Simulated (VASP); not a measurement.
# CuO (I4/mmm) in VASP: further runs

Runs on CuO. Level: PBE. Tasks: single point, relaxation of cell and atoms.

All numbers are computed with VASP 6.6.1; they aren't measurements. Logs are shortened: lines on timing, memory, paths and dates and some standing lists are left out, and cuts for length are marked.

### Step 1. The cell of the first run

Symmetry: I4/mmm, No. 139, tetragonal system. The conventional cell has a = 3.069 Å, b = 3.069 Å, c = 4.087 Å, α = 90.00°, β = 90.00°, γ = 90.00°. Within 2.7 Å of Cu (site symmetry 4/mmm) lie 6 O at 2.04 to 2.17 Å. Within 2.7 Å of O (site symmetry 4/mmm) lie 6 Cu at 2.04 to 2.17 Å.

### Step 2. Single point, PBE, collinear spin, ferromagnetic start

The input, INCAR:

```
SYSTEM = CuO
PREC = Accurate
ENCUT = 520
EDIFF = 1E-6
ISMEAR = 0
SIGMA = 0.1
LREAL = .False.
LASPH = .True.
NELM = 150
ALGO = Normal
ISIF = 2
LWAVE = .False.
LCHARG = .False.
ISPIN = 2
MAGMOM = 1 0
LORBIT = 11
LMAXMIX = 4
GGA = PE
NBANDS = 20
```

The input, KPOINTS:

```
regular mesh
0
Gamma
  6 6 6
  0 0 0
```

The input, POSCAR:

```
CuO
1.0
   -1.5346848637      1.5346848637      2.0434533019
    1.5346848637     -1.5346848637      2.0434533019
    1.5346848637      1.5346848637     -2.0434533019
Cu O
1 1
Direct
    0.5000000000      0.5000000000      0.0000000000
    0.0000000000      0.0000000000      0.0000000000
```

Potentials or basis: VASP PAW PBE potentials, release 64 (Cu, O).

On the command line:

```console
$ cat potpaw_PBE.64/Cu/POTCAR potpaw_PBE.64/O/POTCAR > POTCAR
$ mpirun -np 1 vasp_std > vasp.out
```

OUTCAR:

```text
SYSTEM = CuO
   PREC = Accurate
   ENCUT = 520
   EDIFF = 1E-6
   ISMEAR = 0
   LREAL = .False.
   LASPH = .True.
   NELM = 150
   ISIF = 2
   ISPIN = 2
   LORBIT = 11
   GGA = PE

 ion  position               nearest neighbor table
   1  0.500  0.500  0.000-   2 2.04   2 2.04   2 2.17   2 2.17   2 2.17   2 2.17
   2  0.000  0.000  0.000-   1 2.04   1 2.04   1 2.17   1 2.17   1 2.17   1 2.17

  LATTYP: Found a body centered tetragonal cell.
 ALAT       =     3.0693697274
 C/A-ratio  =     1.3315132965

  Lattice vectors:

 A1 = (  -1.5346848637,   1.5346848637,   2.0434533019)
 A2 = (   1.5346848637,  -1.5346848637,   2.0434533019)
 A3 = (   1.5346848637,   1.5346848637,  -2.0434533019)

Analysis of symmetry for initial positions (statically):
=====================================================================
 Subroutine PRICEL returns:
 Original cell was already a primitive cell.

 Routine SETGRP: Setting up the symmetry group for a
 body centered tetragonal supercell.

 Subroutine GETGRP returns: Found 16 space group operations
 (whereof 16 operations were pure point group operations)
 out of a pool of 16 trial point group operations.

The static configuration has the point symmetry D_4h.

Analysis of symmetry for dynamics (positions and initial velocities):
=====================================================================
 Subroutine PRICEL returns:
 Original cell was already a primitive cell.

 Routine SETGRP: Setting up the symmetry group for a
 body centered tetragonal supercell.

 Subroutine GETGRP returns: Found 16 space group operations
 (whereof 16 operations were pure point group operations)
 out of a pool of 16 trial point group operations.

The dynamic configuration has the point symmetry D_4h.

Analysis of structural, dynamic, and magnetic symmetry:
=====================================================================
 Subroutine PRICEL returns:
 Original cell was already a primitive cell.

 Routine SETGRP: Setting up the symmetry group for a
 body centered tetragonal supercell.

 Subroutine GETGRP returns: Found 16 space group operations
 (whereof 16 operations were pure point group operations)
 out of a pool of 16 trial point group operations.

The overall configuration has the point symmetry D_4h.

 Subroutine INISYM returns: Found 16 space group operations
 (whereof 16 operations are pure point group operations),
 and found     1 'primitive' translations

----------------------------------------------------------------------------------------

                                     Primitive cell

  volume of cell :      19.2514

  direct lattice vectors                    reciprocal lattice vectors
    -1.534684864  1.534684864  2.043453302     0.000000000  0.325799786  0.244683840
     1.534684864 -1.534684864  2.043453302     0.325799786  0.000000000  0.244683840
     1.534684864  1.534684864 -2.043453302     0.325799786  0.325799786  0.000000000

  length of vectors
     2.980975790  2.980975790  2.980975790     0.407450220  0.407450220  0.460750476

  position of ions in fractional coordinates (direct lattice)
     0.500000000  0.500000000  0.000000000
     0.000000000  0.000000000  0.000000000

  ion indices of the primitive-cell ions
   primitive index   ion index
                 1           1
                 2           2

----------------------------------------------------------------------------------------

 KPOINTS: regular mesh

Automatic generation of k-mesh.
 Grid dimensions read from file:
 generate k-points for:    6    6    6

 Generating k-lattice:

  Cartesian coordinates                     Fractional coordinates (reciprocal lattice)
     0.000000000  0.054299964  0.040780640     0.166666667 -0.000000000  0.000000000
     0.054299964  0.000000000  0.040780640    -0.000000000  0.166666667  0.000000000
     0.054299964  0.054299964  0.000000000     0.000000000  0.000000000  0.166666667

  Length of vectors
     0.067908370  0.067908370  0.076791746

  Shift w.r.t. Gamma in fractional coordinates (k-lattice)
     0.000000000  0.000000000  0.000000000

 Subroutine IBZKPT returns following result:
 ===========================================

 Found     30 irreducible k-points:

 Following reciprocal coordinates:
            Coordinates               Weight
  0.000000  0.000000  0.000000      1.000000
  0.166667  0.000000  0.000000      8.000000
  0.333333 -0.000000  0.000000      8.000000
  0.500000  0.000000  0.000000      4.000000
  0.166667  0.166667  0.000000      8.000000
  0.333333  0.166667  0.000000     16.000000
[... 16 lines left out ...]
 -0.333333 -0.333333  0.166667      8.000000
 -0.166667 -0.333333  0.166667      8.000000
 [... further k-points ...]
   k-points           NKPTS =     30   k-points in BZ     NKDIM =     30   number of bands    NBANDS=     20
   number of dos      NEDOS =    301   number of ions     NIONS =      2
   total plane-waves  NPLWV =  13824
[... 25 lines left out ...]
   PSTRESS=    0.0 pullay stress
   NELECT =      17.0000    total number of electrons
   NUPDOWN=      -1.0000    fix difference up-down
   EMIN   =  10.00;   EMAX   =-10.00  energy-range for DOS
   EFERMI =   0.00;   METHOD = LEGACY
   ISMEAR =     0;   SIGMA  =   0.10  broadening in eV -4-tet -1-fermi 0-gaus
   EFERMI_NEDOS =   21; number of points for ismear=-14 and -15
   IALGO  =     38    algorithm
   IMIX   =      4    mixing-type and parameters
     AMIX     =   0.40;   BMIX     =  1.00
     AMIX_MAG =   1.60;   BMIX_MAG =  1.00
  volume/ion in A,a.u.               =       9.63        64.96
  Fermi-wavevector in a.u.,A,eV,Ry     =   1.570616  2.968034 33.563335  2.466836
  Thomas-Fermi vector in A             =   2.672323
   LORBIT       =     11    0 simple, 1 ext, 2 COOP (PROOUT), +10 PAW based schemes
   GGA     = PE    functional components
   LHFCALC =     F    Hartree Fock is set to
   AEXX    =    0.0000 exact exchange contribution
   IVDW    =     0    specifies the selected vdW correction
   LEPSILON=     F    determine dielectric tensor
   LRPA    =     F    only Hartree local field effects (RPA)
 spin polarized calculation
 Gauss-broadening in eV      SIGMA  =   0.10
  energy-cutoff  :      520.00
  volume of cell :       19.25
 maximum number of plane-waves:       530
 NGX is ok and might be reduce to    24
   NGX = 11   NGY = 11   NGZ = 11

 number of electron      17.0000004 magnetization       0.4352633

 Free energy of the ion-electron system (eV)
  ---------------------------------------------------
  ext. energy  EPLUGINS =         0.00000000
  ---------------------------------------------------
  free energy    TOTEN  =        -9.50874448 eV

  energy without entropy =       -9.49835998  energy(sigma->0) =       -9.50355223

 E-fermi :   6.0079     XC(G=0): -12.3308

 val. band max:        5.9728147358   @ k =  -0.3333   0.5000   0.1667
 cond. band min:       6.0423122421   @ k =   0.5000   0.1667  -0.0000
 fundamental gap:      0.0694975063
 Fermi energy:         6.0078819579

 spin component 1

 k-point     1 :       0.0000    0.0000    0.0000
  band No.  band energies     occupation
      1     -13.5242      1.00000
      2       3.3941      1.00000
      3       3.3941      1.00000
      4       3.4096      1.00000
      5       3.5259      1.00000
      6       3.5678      1.00000
[... 12 lines left out ...]
     19      32.2319      0.00000
     20      40.4269      0.00000
[... 507 lines left out ...]
 k-point    24 :      -0.1667   -0.3333    0.1667
  band No.  band energies     occupation
      1     -12.6385      1.00000
      2      -0.2711      1.00000
      3       1.5289      1.00000
      4       1.8342      1.00000
      5       3.5436      1.00000
      6       3.9408      1.00000
[... 12 lines left out ...]
     19      36.1176      0.00000
     20      39.1592      0.00000

 [... further k-points ...]

 spin component 2

 k-point     1 :       0.0000    0.0000    0.0000
  band No.  band energies     occupation
      1     -13.3073      1.00000
      2       3.5654      1.00000
      3       3.5654      1.00000
      4       3.6248      1.00000
      5       3.8009      1.00000
      6       3.9473      1.00000
[... 12 lines left out ...]
     19      32.3295      0.00000
     20      40.6438      0.00000
[... 507 lines left out ...]
 k-point    24 :      -0.1667   -0.3333    0.1667
  band No.  band energies     occupation
      1     -12.4008      1.00000
      2      -0.0856      1.00000
      3       1.7811      1.00000
      4       2.1023      1.00000
      5       3.7184      1.00000
      6       4.2703      1.00000
[... 12 lines left out ...]
     19      36.2284      0.00000
     20      39.2343      0.00000

 [... further k-points ...]
[... 5 lines left out ...]
  --------------------------------------------------------------------------------------
  -------------------------------------------------------------------------------------
  Total       -0.0937278     -0.0937278      0.3320612      0.0000000      0.0000000      0.0000000
  in kB       -7.8003796     -7.8003796     27.6353932      0.0000000      0.0000000      0.0000000
  external PRESSURE =       4.0115447 kB  Pullay stress =       0.0000000 kB

 VOLUME and BASIS-vectors are now :
 -----------------------------------------------------------------------------
  energy-cutoff  :      520.00
  volume of cell :       19.25
      direct lattice vectors                 reciprocal lattice vectors
    -1.534684864  1.534684864  2.043453302     0.000000000  0.325799786  0.244683840
     1.534684864 -1.534684864  2.043453302     0.325799786  0.000000000  0.244683840
     1.534684864  1.534684864 -2.043453302     0.325799786  0.325799786  0.000000000

 POSITION                                       TOTAL-FORCE (eV/Angst)
 -----------------------------------------------------------------------------------
      0.00000      0.00000      2.04345         0.000000      0.000000      0.000000
      0.00000      0.00000      0.00000        -0.000000     -0.000000     -0.000000
 -----------------------------------------------------------------------------------
    total drift:                               -0.000000      0.000000      0.000000

  FREE ENERGIE OF THE ION-ELECTRON SYSTEM (eV)
  ---------------------------------------------------
  free  energy   TOTEN  =        -9.5087444753 eV

  energy  without entropy=       -9.4983599784  energy(sigma->0) =       -9.50355223

 total charge

# of ion       s       p       d       tot
------------------------------------------
    1        0.310   0.319   9.145   9.773
    2        1.577   3.350   0.000   4.927
--------------------------------------------------
tot          1.887   3.669   9.145  14.700

 magnetization (x)

# of ion       s       p       d       tot
------------------------------------------
    1       -0.002   0.003   0.279   0.281
    2        0.004   0.135   0.000   0.140
--------------------------------------------------
tot          0.003   0.139   0.279   0.421
```

Run time: 19 s. Hardware: 1 thread of Intel Xeon Platinum 8375C at 2.90GHz (Ice Lake), shared host; peak memory 0.16 GiB.

Results:

```yaml
Free_energy: -9.5087 eV
Pressure: 0.4 GPa
Net_moment: 0.44 μB per cell
Site_moments: Cu +0.28; O +0.14 μB
Valence_electrons_inside_the_program's_atomic_spheres: Cu 9.77; O 4.93
```

Stress tensor (GPa, compression positive):
```
-0.78  0.00  0.00
 0.00 -0.78  0.00
 0.00  0.00  2.76
```

Levels at points of the mesh, in eV from the Fermi level:
Spin up:
```tsv
k point	band 5	band 6	band 7	band 8	band 9	band 10	band 11	band 12	band 13	band 14
(0.00, 0.00, 0.00)	-2.48	-2.44	-2.37	-2.33	-2.33	1.38	18.20	18.53	18.53	18.75
(0.50, 0.00, 0.00)	-1.96	-1.94	-1.50	0.33	0.67	5.69	9.44	13.04	14.43	20.38
(0.50, 0.50, 0.00)	-3.23	-2.20	-1.75	-1.75	-1.74	5.58	10.18	12.30	15.74	16.82
(0.50, 0.50, 0.50)	-3.15	-2.08	-1.78	-1.78	-1.74	5.59	11.03	11.53	15.50	15.50
```
Spin down:
| k point | band 5 | band 6 | band 7 | band 8 | band 9 | band 10 | band 11 | band 12 | band 13 | band 14 |
| --- | --- | --- | --- | --- | --- | --- | --- | --- | --- | --- |
| (0.00, 0.00, 0.00) | -2.21 | -2.06 | -2.06 | -2.01 | -1.95 | 1.49 | 18.18 | 18.58 | 18.58 | 18.79 |
| (0.50, 0.00, 0.00) | -1.76 | -1.70 | -1.30 | 0.77 | 1.10 | 5.73 | 9.63 | 13.08 | 14.47 | 20.42 |
| (0.50, 0.50, 0.00) | -3.07 | -1.71 | -1.58 | -1.56 | -1.23 | 5.65 | 10.35 | 12.35 | 15.84 | 16.91 |
| (0.50, 0.50, 0.50) | -3.00 | -1.60 | -1.60 | -1.57 | -1.24 | 5.65 | 11.15 | 11.58 | 15.62 | 15.62 |

Caveat: the k points lie up to 0.48 Å⁻¹ apart; a cell with one magnetic atom can't hold antiferromagnetic order, which such compounds often take; semilocal functionals often make such compounds metallic where correlation or magnetic order opens a gap, which also shifts bond lengths. With open d or f shells a metallic result of PBE can be an artefact of self-interaction; +U or a hybrid may open a gap.

### Step 3. Single point, PBE, collinear spin, ferromagnetic start

This run uses another cell than the first one, of 13.37 Å³/atom, 1.389 times its volume.

The input, INCAR:

```
SYSTEM = CuO
PREC = Accurate
ENCUT = 520
EDIFF = 1E-6
ISMEAR = 0
SIGMA = 0.1
LREAL = .FALSE.
LASPH = .TRUE.
NELM = 150
ALGO = Normal
ISIF = 2
LWAVE = .FALSE.
LCHARG = .FALSE.
ISPIN = 2
MAGMOM = 1 0
LORBIT = 11
LMAXMIX = 4
GGA = PE
NBANDS = 20
```

The input, KPOINTS:

```
Automatic mesh
0
G
  6 6 6
  0 0 0
```

The input, POSCAR:

```
CuO
1.0
   -1.8169678200      1.8169678200      2.0251111900
    1.8169678200     -1.8169678200      2.0251111900
    1.8169678200      1.8169678200     -2.0251111900
Cu O
1 1
Direct
    0.5000000000      0.5000000000      0.0000000000
    0.0000000000      0.0000000000      0.0000000000
```

Potentials or basis: VASP PAW PBE potentials, release 64 (Cu, O).

On the command line:

```console
$ cat potpaw_PBE.64/Cu/POTCAR potpaw_PBE.64/O/POTCAR > POTCAR
$ mpirun -np 1 vasp_std > vasp.out
```

Run time: 30 s. Hardware: 1 thread of Intel Xeon Platinum 8375C at 2.90GHz (Ice Lake), shared host; peak memory 0.16 GiB.

The run converged. Its results:

```yaml
Free_energy: -8.9060 eV
Pressure: -21.3 GPa
Net_moment: 0.00 μB per cell
Valence_electrons_inside_the_program's_atomic_spheres: Cu 9.61; O 4.83
```

Stress tensor (GPa, compression positive):
```
-16.21   0.00   0.00
  0.00 -16.21   0.00
  0.00   0.00 -31.61
```

Levels at points of the mesh, in eV from the Fermi level:
Spin up:
```tsv
k point	band 6	band 7	band 8	band 9	band 10	band 11	band 12	band 13
(0.00, 0.00, 0.00)	-1.44	-1.25	-1.06	-1.06	1.11	15.38	15.38	17.01
(0.50, 0.00, 0.00)	-1.16	-0.83	0.26	0.83	5.42	7.65	10.46	14.94
(0.50, 0.50, 0.00)	-1.31	-1.27	-1.14	-1.12	4.63	7.99	12.62	12.98
(0.50, 0.50, 0.50)	-1.31	-1.31	-1.21	-1.09	5.24	9.92	11.11	11.67
```
Spin down:
| k point | band 6 | band 7 | band 8 | band 9 | band 10 | band 11 | band 12 | band 13 |
| --- | --- | --- | --- | --- | --- | --- | --- | --- |
| (0.00, 0.00, 0.00) | -1.44 | -1.25 | -1.06 | -1.06 | 1.11 | 15.38 | 15.38 | 17.01 |
| (0.50, 0.00, 0.00) | -1.16 | -0.83 | 0.26 | 0.83 | 5.42 | 7.65 | 10.46 | 14.94 |
| (0.50, 0.50, 0.00) | -1.31 | -1.27 | -1.14 | -1.12 | 4.63 | 7.99 | 12.62 | 12.98 |
| (0.50, 0.50, 0.50) | -1.31 | -1.31 | -1.21 | -1.09 | 5.24 | 9.92 | 11.11 | 11.67 |

Caveat: the k points lie up to 0.41 Å⁻¹ apart; semilocal functionals often make such compounds metallic where correlation or magnetic order opens a gap, which also shifts bond lengths.

### Step 4. Relaxation of cell and atoms, PBE, collinear spin, ferromagnetic start

This run uses another cell than the first one, of 13.37 Å³/atom, 1.389 times its volume.

The input, INCAR:

```
SYSTEM = CuO
PREC = Accurate
ENCUT = 600
EDIFF = 1E-6
ISMEAR = 0
SIGMA = 0.1
LREAL = .FALSE.
LASPH = .TRUE.
NELM = 150
ALGO = Normal
ISIF = 3
LWAVE = .FALSE.
LCHARG = .FALSE.
ISPIN = 2
MAGMOM = 1 0
LORBIT = 11
LMAXMIX = 4
GGA = PE
IBRION = 2
NSW = 90
EDIFFG = -0.04
```

The input, KPOINTS:

```
regular mesh
0
G
  6 6 6
  0 0 0
```

POSCAR is that of step 3.

On the command line:

```console
$ cat potpaw_PBE.64/Cu/POTCAR potpaw_PBE.64/O/POTCAR > POTCAR
$ mpirun -np 1 vasp_std > vasp.out
```

Run time: 3.8 min. Hardware: 1 thread of Intel Xeon Platinum 8375C at 2.90GHz (Ice Lake), shared host; peak memory 0.19 GiB.

Results (log left out):

```
Free energy                                           : -9.5232 eV
Relaxed volume                                        : 9.65 Å³/atom
Relaxed cell                                          : a = 2.983 Å, b = 2.983 Å, c = 2.983 Å, α = 118.02°, β = 118.02°, γ = 93.46°
Space group after relaxing (to 0.05 Å)                : I4/mmm (No. 139)
Energy gained by relaxing                             : 307.9 meV/atom
Ionic steps                                           : 12
Pressure after relaxing                               : -0.2 GPa
Net moment                                            : 0.00 μB per cell
Valence electrons inside the program's atomic spheres : Cu 9.78; O 4.92
```

Stress tensor (GPa, compression positive):
```
-0.26  0.00  0.00
 0.00 -0.26  0.00
 0.00  0.00  0.04
```

Step by step:
```tsv
step	energy change (eV)	largest force (eV/Å)	pressure (GPa)	volume (Å³)
1	0.0000	0.0000	-21.42	26.74
2	-0.3007	0.0000	16.53	20.37
3	-0.4241	0.0000	-2.47	22.21
4	-0.4241	0.0000	-1.82	22.13
5	-0.4768	0.0000	-1.95	21.39
6	-0.5897	0.0000	4.72	19.15
7	-0.5863	0.0000	8.93	18.56
8	-0.5908	0.0000	6.49	18.88
9	-0.6151	0.0000	-1.34	19.43
10	-0.6152	0.0000	-0.73	19.38
11	-0.6152	0.0000	-0.85	19.39
12	-0.6158	0.0000	-0.16	19.29
```

Final structure:
```
Cu O
1.0
    -1.53586    1.53586    2.04475
     1.53586   -1.53586    2.04475
     1.53586    1.53586   -2.04475
Cu O
1 1
Direct
  0.50000 0.50000 0.00000
  0.00000 0.00000 0.00000
```

Levels at points of the mesh, in eV from the Fermi level:
Spin up:
```tsv
k point	band 7	band 8	band 9	band 10	band 11	band 12
(0.00, 0.00, 0.00)	-2.21	-2.21	-2.12	1.43	18.19	18.55
(0.50, 0.00, 0.00)	-1.36	0.57	0.87	5.71	9.51	13.07
(0.50, 0.50, 0.00)	-1.63	-1.59	-1.43	5.62	10.24	12.33
(0.50, 0.50, 0.50)	-1.66	-1.66	-1.48	5.63	11.06	11.58
```
Spin down:
| k point | band 6 | band 7 | band 8 | band 9 | band 10 | band 11 | band 12 | band 13 |
| --- | --- | --- | --- | --- | --- | --- | --- | --- |
| (0.00, 0.00, 0.00) | -2.22 | -2.21 | -2.21 | -2.12 | 1.43 | 18.19 | 18.55 | 18.55 |
| (0.50, 0.00, 0.00) | -1.78 | -1.36 | 0.57 | 0.87 | 5.71 | 9.51 | 13.07 | 14.45 |
| (0.50, 0.50, 0.00) | -1.93 | -1.63 | -1.59 | -1.43 | 5.62 | 10.24 | 12.33 | 15.77 |
| (0.50, 0.50, 0.50) | -1.75 | -1.66 | -1.66 | -1.48 | 5.63 | 11.06 | 11.58 | 15.54 |

Caveat: the k points lie up to 0.48 Å⁻¹ apart in the final cell; the volume moved by over 15 % at a fixed basis, so the end points are rough; semilocal functionals often make such compounds metallic where correlation or magnetic order opens a gap, which also shifts bond lengths.

### Step 5. The runs side by side

```csv
task,cell,cutoff (eV),gap on the mesh (eV),pressure (GPa),moment (μB)
single point,"a = 2.981 Å, angles 118.0, 118.0, 93.5°, 2 atoms",520,none,0.4,0.44
single point,"a = 3.272 Å, angles 112.5, 112.5, 103.5°, 2 atoms",520,none,-21.3,0.00
relaxation of cell and atoms,"relaxed from a = 3.272 Å, angles 112.5, 112.5, 103.5°, 2 atoms",600,none,-0.2,0.00
```

Alike in all rows: level PBE; potentials or basis VASP PAW PBE potentials, release 64 (Cu, O); spin collinear, ferromagnetic start; k mesh 6 × 6 × 6; smearing gaussian 0.1 eV.

Caveats: all runs use coarse meshes; semilocal functionals often make such compounds metallic where correlation or magnetic order opens a gap, which also shifts bond lengths; a cell with one magnetic atom can't hold antiferromagnetic order, which such compounds often take (some runs); the volume moved by over 15 % at a fixed basis, so the end points are rough (some runs).

Total energies depend on the potentials used, so only differences within one code and one set of settings carry meaning.
